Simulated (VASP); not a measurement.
Set up this calculation in VASP 6.6.1, as the native input.

| Quantity | Value |
| --- | --- |
| Task | single point |
| Functional | PBEsol |
| Potentials or basis | VASP PAW PBE potentials, release 64 (Ba_sv, Ti_sv, O) |
| Cutoff | 520 eV |
| k mesh | 7 × 7 × 7 |
| Occupations | fermi-dirac, width 0.03 eV |
| Spin | no spin polarisation |
| Dipole correction | no |
| Further INCAR settings | ALGO = Normal; EDIFF = 1e-07; NBANDS = 28 |

The structure of BaTiO3 lies in POSCAR:

```
BaTiO3
1.0
    4.0262895137      0.0000000000      0.0000000000
    0.0000000000      4.0262895137      0.0000000000
    0.0000000000      0.0000000000      4.0446100470
Ba Ti O
1 1 3
Direct
    0.0000000000      0.0000000000      0.0000000000
    0.5000000000      0.5000000000      0.5000000000
    0.5000000000      0.5000000000      0.0000000000
    0.5000000000      0.0000000000      0.5000000000
    0.0000000000      0.5000000000      0.5000000000
```

This cell differs from its parent crystal: volume scaled by 1.02.

The input as run:

INCAR

```
SYSTEM = BaTiO3
  ALGO = Normal
  EDIFF = 1E-7
  ENCUT = 520
  GGA = PS
  ISIF = 2
  ISMEAR = -1
  LASPH = .TRUE.
  LCHARG = .FALSE.
  LREAL = .FALSE.
  LWAVE = .FALSE.
  NBANDS = 28
  NELM = 100
  PREC = Accurate
  SIGMA = 0.03
```

KPOINTS

```
k-points
0
G
  7 7 7
  0 0 0
```

Potentials or basis: VASP PAW PBE potentials, release 64 (Ba_sv, Ti_sv, O).

Run with:

```console
$ cat potpaw_PBE.64/Ba_sv/POTCAR potpaw_PBE.64/Ti_sv/POTCAR potpaw_PBE.64/O/POTCAR > POTCAR
$ mpirun -np 1 vasp_std > vasp.out
```

It gave:

The pressure is -5.9 GPa. The band gap on the k mesh is 1.71 eV, indirect (least direct gap 1.82 eV).

Caveat: the PAW data sets were made with another functional, which shifts forces and pressure a little; spin-orbit coupling is left out, which moves the levels of the heavy elements.

Run time: 2.5 min on 1 thread of AMD EPYC 7R13, with other jobs on the host, peak memory 0.19 GiB.
